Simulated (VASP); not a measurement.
# CoSn3 (Fm-3m) in VASP: a series of runs

Runs on CoSn3. Level: r2SCAN. Tasks: single point.

Program: VASP 6.6.1. These are calculated values, not measurements. Logs are shortened: lines on timing, memory, paths and dates and some standing lists are left out, and cuts for length are marked.

### Step 1. The cell of the first run

It takes space group Fm-3m (No. 225, cubic). Conventional cell: a = 7.202 Å, b = 7.202 Å, c = 7.202 Å, α = 90.00°, β = 90.00°, γ = 90.00°. Within 4.1 Å of Sn (site symmetry -43m) lie 10 Sn at 3.12 to 3.60 Å and 4 Co at 3.12 Å. Sn (site symmetry m-3m) has 8 Sn at 3.12 Å and 6 Co at 3.60 Å within 4.1 Å. Within 4.1 Å of Co (site symmetry m-3m) lie 14 Sn at 3.12 to 3.60 Å.

### Step 2. Single point, r2SCAN, collinear spin, ferromagnetic start

File POSCAR:

```
CoSn3
1.0
    0.0000000000      3.6010275214      3.6010275214
    3.6010275214      0.0000000000      3.6010275214
    3.6010275214      3.6010275214      0.0000000000
Sn Co
3 1
Direct
    0.2500000000      0.2500000000      0.2500000000
    0.7500000000      0.7500000000      0.7500000000
    0.5000000000      0.5000000000      0.5000000000
    0.0000000000      0.0000000000      0.0000000000
```

File INCAR.step1:

```
SYSTEM = CoSn3
ALGO = Normal ; EDIFF = 1E-4
ENCUT = 520 ; GGA = PE
ISMEAR = 0 ; ISPIN = 2
LASPH = .TRUE. ; LCHARG = .FALSE.
LMAXMIX = 4 ; LREAL = .FALSE.
LWAVE = .TRUE. ; MAGMOM = -0.02 -0.02 0.07 2.19
NBANDS = 38 ; NELM = 150
NUPDOWN = 1.88 ; PREC = Accurate
SIGMA = 0.1
```

File INCAR.step2:

```
SYSTEM = CoSn3
ALGO = Normal ; EDIFF = 1E-6
ENCUT = 520 ; ISIF = 2
ISMEAR = 0 ; ISPIN = 2
ISTART = 1 ; LASPH = .TRUE.
LCHARG = .FALSE. ; LMAXMIX = 4
LMIXTAU = .TRUE. ; LORBIT = 11
LREAL = .FALSE. ; LWAVE = .FALSE.
MAGMOM = -0.02 -0.02 0.07 2.19 ; METAGGA = R2SCAN
NBANDS = 38 ; NELM = 150
NUPDOWN = 1.88 ; PREC = Accurate
SIGMA = 0.1
```

File KPOINTS:

```
k-points
0
G
  10 10 10
  0 0 0
```

Potentials or basis: VASP PAW PBE potentials, release 64 (Sn_d, Co).

The run is started by

```sh
cat potpaw_PBE.64/Sn_d/POTCAR potpaw_PBE.64/Co/POTCAR > POTCAR
cp INCAR.step1 INCAR
mpirun -np 1 vasp_std > vasp.out
cp INCAR.step2 INCAR
mpirun -np 1 vasp_std > vasp.out
```

OUTCAR:

```text
SYSTEM = CoSn3
   EDIFF = 1E-6
   ENCUT = 520
   ISIF = 2
   ISMEAR = 0
   ISPIN = 2
   ISTART = 1
   LASPH = .TRUE.
   LORBIT = 11
   LREAL = .FALSE.
   METAGGA = R2SCAN
   NELM = 150
   NUPDOWN = 1.88
   PREC = Accurate

 ion  position               nearest neighbor table
   1  0.250  0.250  0.250-   3 3.12   4 3.12   4 3.12   4 3.12   4 3.12   3 3.12   3 3.12   3 3.12
                             2 3.60   2 3.60   2 3.60   2 3.60   2 3.60   2 3.60
   2  0.750  0.750  0.750-   3 3.12   4 3.12   3 3.12   3 3.12   3 3.12   4 3.12   4 3.12   4 3.12
                             1 3.60   1 3.60   1 3.60   1 3.60   1 3.60   1 3.60
   3  0.500  0.500  0.500-   1 3.12   2 3.12   1 3.12   1 3.12   1 3.12   2 3.12   2 3.12   2 3.12

   4  0.000  0.000  0.000-   1 3.12   2 3.12   2 3.12   2 3.12   2 3.12   1 3.12   1 3.12   1 3.12

  LATTYP: Found a face centered cubic cell.
 ALAT       =     7.2020550428

  Lattice vectors:

 A1 = (   0.0000000000,   3.6010275214,   3.6010275214)
 A2 = (   3.6010275214,   0.0000000000,   3.6010275214)
 A3 = (   3.6010275214,   3.6010275214,   0.0000000000)

Analysis of symmetry for initial positions (statically):
=====================================================================
 Subroutine PRICEL returns:
 Original cell was already a primitive cell.

 Routine SETGRP: Setting up the symmetry group for a
 face centered cubic supercell.

 Subroutine GETGRP returns: Found 48 space group operations
 (whereof 48 operations were pure point group operations)
 out of a pool of 48 trial point group operations.

The static configuration has the point symmetry O_h .

Analysis of symmetry for dynamics (positions and initial velocities):
=====================================================================
 Subroutine PRICEL returns:
 Original cell was already a primitive cell.

 Routine SETGRP: Setting up the symmetry group for a
 face centered cubic supercell.

 Subroutine GETGRP returns: Found 48 space group operations
 (whereof 48 operations were pure point group operations)
 out of a pool of 48 trial point group operations.

The dynamic configuration has the point symmetry O_h .

Analysis of structural, dynamic, and magnetic symmetry:
=====================================================================
 Subroutine PRICEL returns:
 Original cell was already a primitive cell.

 Routine SETGRP: Setting up the symmetry group for a
 face centered cubic supercell.

 Subroutine GETGRP returns: Found 48 space group operations
 (whereof 48 operations were pure point group operations)
 out of a pool of 48 trial point group operations.

The overall configuration has the point symmetry O_h .

 Subroutine INISYM returns: Found 48 space group operations
 (whereof 48 operations are pure point group operations),
 and found     1 'primitive' translations

----------------------------------------------------------------------------------------

                                     Primitive cell

  volume of cell :      93.3919

  direct lattice vectors                    reciprocal lattice vectors
     0.000000000  3.601027521  3.601027521    -0.138849258  0.138849258  0.138849258
     3.601027521  0.000000000  3.601027521     0.138849258 -0.138849258  0.138849258
     3.601027521  3.601027521  0.000000000     0.138849258  0.138849258 -0.138849258

  length of vectors
     5.092621959  5.092621959  5.092621959     0.240493970  0.240493970  0.240493970

  position of ions in fractional coordinates (direct lattice)
     0.250000000  0.250000000  0.250000000
     0.750000000  0.750000000  0.750000000
     0.500000000  0.500000000  0.500000000
     0.000000000  0.000000000  0.000000000

  ion indices of the primitive-cell ions
   primitive index   ion index
                 1           1
                 2           2
                 3           3
                 4           4

----------------------------------------------------------------------------------------

 KPOINTS: k-points

Automatic generation of k-mesh.
 Grid dimensions read from file:
 generate k-points for:   10   10   10

 Generating k-lattice:

  Cartesian coordinates                     Fractional coordinates (reciprocal lattice)
    -0.013884926  0.013884926  0.013884926     0.100000000  0.000000000  0.000000000
     0.013884926 -0.013884926  0.013884926     0.000000000  0.100000000  0.000000000
     0.013884926  0.013884926 -0.013884926     0.000000000  0.000000000  0.100000000

  Length of vectors
     0.024049397  0.024049397  0.024049397

  Shift w.r.t. Gamma in fractional coordinates (k-lattice)
     0.000000000  0.000000000  0.000000000

 Subroutine IBZKPT returns following result:
 ===========================================

 Found     47 irreducible k-points:

 Following reciprocal coordinates:
            Coordinates               Weight
  0.000000  0.000000  0.000000      1.000000
  0.100000  0.000000  0.000000      8.000000
  0.200000  0.000000  0.000000      8.000000
  0.300000  0.000000  0.000000      8.000000
  0.400000  0.000000  0.000000      8.000000
  0.500000  0.000000  0.000000      4.000000
[... 16 lines left out ...]
  0.300000  0.300000  0.000000      6.000000
  0.400000  0.300000  0.000000     24.000000
 [... further k-points ...]
   k-points           NKPTS =     47   k-points in BZ     NKDIM =     47   number of bands    NBANDS=     38
   number of dos      NEDOS =    301   number of ions     NIONS =      4
   total plane-waves  NPLWV =  64000
   dimension x,y,z NGX =    40 NGY =   40 NGZ =   40
   dimension x,y,z NGXF=    80 NGYF=   80 NGZF=   80
   ions per type =               3   1
   NGX,Y,Z   is equivalent  to a cutoff of  13.06, 13.06, 13.06 a.u.
   NGXF,Y,Z  is equivalent  to a cutoff of  26.12, 26.12, 26.12 a.u.
 SYSTEM =  CoSn3
   PREC   = accura    normal or accurate (medium, high low for compatibility)
   ISTART =      1    job   : 0-new  1-cont  2-samecut
   ICHARG =      0    charge: 1-file 2-atom 10-const
   ISPIN  =      2    spin polarized calculation?
   LNONCOLLINEAR =      F non collinear calculations
   LSORBIT =      F    spin-orbit coupling
   LASPH  =      T    aspherical Exc in radial PAW
   ENCUT  =  520.0 eV  38.22 Ry    6.18 a.u.   9.47  9.47  9.47*2*pi/ulx,y,z
   NELM   =    150;   NELMIN=  2; NELMDL=  0     # of ELM steps
   EDIFF  = 0.1E-05   stopping-criterion for ELM
   LREAL  =      F    real-space projection
[... 7 lines left out ...]
   TEBEG  =    0.0;   TEEND  =   0.0 temperature during run
   PSTRESS=    0.0 pullay stress
   NELECT =      51.0000    total number of electrons
   NUPDOWN=       1.8800    fix difference up-down
   EMIN   =  10.00;   EMAX   =-10.00  energy-range for DOS
   EFERMI =   0.00;   METHOD = LEGACY
   ISMEAR =     0;   SIGMA  =   0.10  broadening in eV -4-tet -1-fermi 0-gaus
   EFERMI_NEDOS =   21; number of points for ismear=-14 and -15
   IALGO  =     38    algorithm
   IMIX   =      4    mixing-type and parameters
     AMIX     =   0.40;   BMIX     =  1.00
     AMIX_MAG =   1.60;   BMIX_MAG =  1.00
  volume/ion in A,a.u.               =      23.35       157.56
  Fermi-wavevector in a.u.,A,eV,Ry     =   1.338120  2.528680 24.362124  1.790566
  Thomas-Fermi vector in A             =   2.466615
   LORBIT       =     11    0 simple, 1 ext, 2 COOP (PROOUT), +10 PAW based schemes
   METAGGA = R2SCAN    functional components
   LHFCALC =     F    Hartree Fock is set to
   AEXX    =    0.0000 exact exchange contribution
   IVDW    =     0    specifies the selected vdW correction
   LEPSILON=     F    determine dielectric tensor
   LRPA    =     F    only Hartree local field effects (RPA)
 spin polarized calculation
 Gauss-broadening in eV      SIGMA  =   0.10
  energy-cutoff  :      520.00
  volume of cell :       93.39
 maximum number of plane-waves:      2565
 NGX is ok and might be reduce to    40
   NGX = 19   NGY = 19   NGZ = 19

 number of electron      51.0000011 magnetization       1.8800001

 Free energy of the ion-electron system (eV)
  ---------------------------------------------------
  ext. energy  EPLUGINS =         0.00000000
  ---------------------------------------------------
  free energy    TOTEN  =       -84.76918801 eV

  energy without entropy =      -84.74044506  energy(sigma->0) =      -84.75481653

 E-fermi :   8.0657     XC(G=0): -11.6702

 val. band max:        8.3635186793   @ k =   0.1000   0.1000   0.0000
 cond. band min:       8.0697613539   @ k =   0.3000   0.2000   0.0000
 fundamental gap:     -0.2937573254
 Fermi energy:         8.3754567174

 spin component 1

 k-point     1 :       0.0000    0.0000    0.0000
  band No.  band energies     occupation
      1     -14.1199      1.00000
      2     -14.1199      1.00000
      3     -14.1199      1.00000
      4     -14.0899      1.00000
      5     -14.0899      1.00000
      6     -13.9340      1.00000
[... 29 lines left out ...]
     36      20.2296      0.00000
     37      20.2297      0.00000
[... 918 lines left out ...]
     36      15.5401      0.00000
     37      16.5306      0.00000

 [... further k-points ...]

 spin component 2

 k-point     1 :       0.0000    0.0000    0.0000
  band No.  band energies     occupation
      1     -14.1057      1.00000
      2     -14.1057      1.00000
      3     -14.1057      1.00000
      4     -14.0887      1.00000
      5     -14.0887      1.00000
      6     -13.9310      1.00000
[... 29 lines left out ...]
     36      20.4203      0.00000
     37      20.4203      0.00000
[... 918 lines left out ...]
     36      15.6963      0.00000
     37      16.6619      0.00000

 [... further k-points ...]

 [bands above 37 left out]

------------------------ aborting loop because EDIFF is reached ----------------------------------------

  FORCE on cell =-STRESS in cart. coord.  units (eV):
  Direction    XX          YY          ZZ          XY          YZ          ZX
  --------------------------------------------------------------------------------------
  -------------------------------------------------------------------------------------
  Total       -1.7179990     -1.7179990     -1.7179990      0.0000000      0.0000000     -0.0000000
  in kB      -29.4729877    -29.4729877    -29.4729877      0.0000000      0.0000000     -0.0000000
  external PRESSURE =     -29.4729877 kB  Pullay stress =       0.0000000 kB

 VOLUME and BASIS-vectors are now :
 -----------------------------------------------------------------------------
  energy-cutoff  :      520.00
  volume of cell :       93.39
      direct lattice vectors                 reciprocal lattice vectors
     0.000000000  3.601027521  3.601027521    -0.138849258  0.138849258  0.138849258
     3.601027521  0.000000000  3.601027521     0.138849258 -0.138849258  0.138849258
     3.601027521  3.601027521  0.000000000     0.138849258  0.138849258 -0.138849258

 POSITION                                       TOTAL-FORCE (eV/Angst)
 -----------------------------------------------------------------------------------
      1.80051      1.80051      1.80051         0.000000      0.000000      0.000000
      5.40154      5.40154      5.40154        -0.000000     -0.000000     -0.000000
      3.60103      3.60103      3.60103        -0.000000      0.000000     -0.000000
      0.00000      0.00000      0.00000        -0.000000      0.000000     -0.000000
 -----------------------------------------------------------------------------------
    total drift:                               -0.000000     -0.000000      0.000000

  FREE ENERGIE OF THE ION-ELECTRON SYSTEM (eV)
  ---------------------------------------------------
  free  energy   TOTEN  =       -84.7691880079 eV

  energy  without entropy=      -84.7404450610  energy(sigma->0) =      -84.75481653

 total charge

# of ion       s       p       d       tot
------------------------------------------
    1        1.227   0.982   9.987  12.196
    2        1.227   0.982   9.987  12.196
    3        1.255   0.978  10.000  12.234
    4        0.352   0.191   7.232   7.775
--------------------------------------------------
tot          4.062   3.132  37.206  44.400

 magnetization (x)

# of ion       s       p       d       tot
------------------------------------------
    1        0.023  -0.035  -0.003  -0.016
    2        0.023  -0.035  -0.003  -0.016
    3       -0.014   0.079  -0.002   0.063
    4        0.023  -0.004   1.944   1.964
--------------------------------------------------
tot          0.055   0.005   1.936   1.995
```

Wall time 12 min (1 thread of Intel Xeon 6975P-C (Granite Rapids), shared host); peak memory 0.49 GiB.

What came out:

- Free energy: -84.7692 eV
- Pressure: -2.9 GPa
- Net moment: 1.88 μB per cell
- Site moments: Sn -0.02, +0.06 (each value once); Co +1.96 μB
- Valence electrons inside the program's atomic spheres: Sn 12.20, 12.23 (each value once); Co 7.78

Caveat: the PAW data sets were made with another functional, which shifts forces and pressure a little; spin-orbit coupling is left out, which moves the levels of the heavy elements; the total moment is fixed, so each spin has its own Fermi level and the state may be an excited one.

### Step 3. Single point, r2SCAN, collinear spin

POSCAR is that of step 2.

File INCAR.step1:

```
SYSTEM = CoSn3
ALGO     = Normal         ! electronic algorithm
EDIFF    = 1E-4           ! SCF threshold, eV
ENCUT    = 520            ! plane-wave cutoff, eV
GGA      = PE             ! functional
ISMEAR   = 0              ! smearing method
ISPIN    = 2              ! spin polarisation
LASPH    = .True.         ! aspherical terms in the spheres
LCHARG   = .False.        ! write CHGCAR
LMAXMIX  = 4              ! l up to which the mixer works
LREAL    = .False.        ! projectors in reciprocal space
LWAVE    = .True.         ! write WAVECAR
MAGMOM   = -0.12 -0.12 0.01 2.16 ! initial moments
NBANDS   = 38             ! bands
NELM     = 150            ! most SCF steps
NUPDOWN  = 1.5            ! fixed moment
PREC     = Accurate       ! precision mode
SIGMA    = 0.1            ! smearing width, eV
```

File INCAR.step2:

```
SYSTEM = CoSn3
ALGO     = Normal         ! electronic algorithm
EDIFF    = 1E-6           ! SCF threshold, eV
ENCUT    = 520            ! plane-wave cutoff, eV
ISIF     = 2              ! what is computed and relaxed
ISMEAR   = 0              ! smearing method
ISPIN    = 2              ! spin polarisation
ISTART   = 1            
LASPH    = .True.         ! aspherical terms in the spheres
LCHARG   = .True.         ! write CHGCAR
LELF     = .True.         ! ELF
LMAXMIX  = 4              ! l up to which the mixer works
LMIXTAU  = .True.       
LORBIT   = 11             ! projections on sites
LREAL    = .False.        ! projectors in reciprocal space
LVHAR    = .True.       
LWAVE    = .False.        ! write WAVECAR
MAGMOM   = -0.12 -0.12 0.01 2.16 ! initial moments
METAGGA  = R2SCAN         ! meta-GGA
NBANDS   = 38             ! bands
NELM     = 150            ! most SCF steps
NUPDOWN  = 1.5            ! fixed moment
PREC     = Accurate       ! precision mode
SIGMA    = 0.1            ! smearing width, eV
```

File KPOINTS:

```
k-points
0
Gamma
  10 10 10
  0 0 0
```

Potentials or basis: VASP PAW PBE potentials, release 64 (Sn_d, Co).

The run is started by

```sh
cat potpaw_PBE.64/Sn_d/POTCAR potpaw_PBE.64/Co/POTCAR > POTCAR
cp INCAR.step1 INCAR
mpirun -np 1 vasp_std > vasp.out
cp INCAR.step2 INCAR
mpirun -np 1 vasp_std > vasp.out
```

OUTCAR:

```text
SYSTEM = CoSn3
   EDIFF = 1E-6
   ENCUT = 520
   ISIF = 2
   ISMEAR = 0
   ISPIN = 2
   ISTART = 1
   LASPH = .True.
   LORBIT = 11
   LREAL = .False.
   METAGGA = R2SCAN
   NELM = 150
   NUPDOWN = 1.5
   PREC = Accurate

 ion  position               nearest neighbor table
   1  0.250  0.250  0.250-   3 3.12   4 3.12   4 3.12   4 3.12   4 3.12   3 3.12   3 3.12   3 3.12
                             2 3.60   2 3.60   2 3.60   2 3.60   2 3.60   2 3.60
   2  0.750  0.750  0.750-   3 3.12   4 3.12   3 3.12   3 3.12   3 3.12   4 3.12   4 3.12   4 3.12
                             1 3.60   1 3.60   1 3.60   1 3.60   1 3.60   1 3.60
   3  0.500  0.500  0.500-   1 3.12   2 3.12   1 3.12   1 3.12   1 3.12   2 3.12   2 3.12   2 3.12
[... 2158 lines left out ...]
     3.601027521  0.000000000  3.601027521     0.138849258 -0.138849258  0.138849258
     3.601027521  3.601027521  0.000000000     0.138849258  0.138849258 -0.138849258

 POSITION                                       TOTAL-FORCE (eV/Angst)
 -----------------------------------------------------------------------------------
      1.80051      1.80051      1.80051         0.000000      0.000000      0.000000
      5.40154      5.40154      5.40154        -0.000000     -0.000000     -0.000000
      3.60103      3.60103      3.60103         0.000000      0.000000      0.000000
      0.00000      0.00000      0.00000         0.000000      0.000000      0.000000
 -----------------------------------------------------------------------------------
    total drift:                               -0.000000     -0.000000      0.000000

  FREE ENERGIE OF THE ION-ELECTRON SYSTEM (eV)
  ---------------------------------------------------
  free  energy   TOTEN  =       -84.9333586503 eV

  energy  without entropy=      -84.9119331701  energy(sigma->0) =      -84.92264591

 total charge

# of ion       s       p       d       tot
------------------------------------------
    1        1.227   1.001   9.982  12.210
    2        1.227   1.001   9.982  12.210
    3        1.266   0.962  10.000  12.228
    4        0.346   0.191   7.225   7.763
--------------------------------------------------
tot          4.066   3.154  37.190  44.410

 magnetization (x)

# of ion       s       p       d       tot
------------------------------------------
    1        0.010  -0.110  -0.003  -0.104
    2        0.010  -0.110  -0.003  -0.104
    3       -0.026   0.048  -0.007   0.014
    4        0.019  -0.006   1.931   1.944
--------------------------------------------------
tot          0.013  -0.179   1.917   1.751
```

OUTCAR.step1:

```text
SYSTEM = CoSn3
   EDIFF = 1E-4
   ENCUT = 520
   GGA = PE
   ISMEAR = 0
[... 2176 lines left out ...]
      1.80051      1.80051      1.80051        -0.000000     -0.000000     -0.000000
      5.40154      5.40154      5.40154         0.000000      0.000000      0.000000
      3.60103      3.60103      3.60103        -0.000000      0.000000     -0.000000
      0.00000      0.00000      0.00000        -0.000000      0.000000     -0.000000
 -----------------------------------------------------------------------------------
    total drift:                               -0.000000     -0.000000      0.000000

  FREE ENERGIE OF THE ION-ELECTRON SYSTEM (eV)
  ---------------------------------------------------
  free  energy   TOTEN  =       -16.7317823235 eV

  energy  without entropy=      -16.7045788629  energy(sigma->0) =      -16.71818059
```

Wall time 37 min (1 thread of Oxide Virtual Turin-like, shared host); peak memory 0.45 GiB.

What came out:

- Free energy: -84.9334 eV
- Pressure: -1.9 GPa
- Net moment: 1.50 μB per cell
- Site moments: Sn -0.10, +0.01 (each value once); Co +1.94 μB
- Valence electrons inside the program's atomic spheres: Sn 12.21, 12.23 (each value once); Co 7.76

Caveat: the PAW data sets were made with another functional, which shifts forces and pressure a little; spin-orbit coupling is left out, which moves the levels of the heavy elements; the total moment is fixed, so each spin has its own Fermi level and the state may be an excited one.
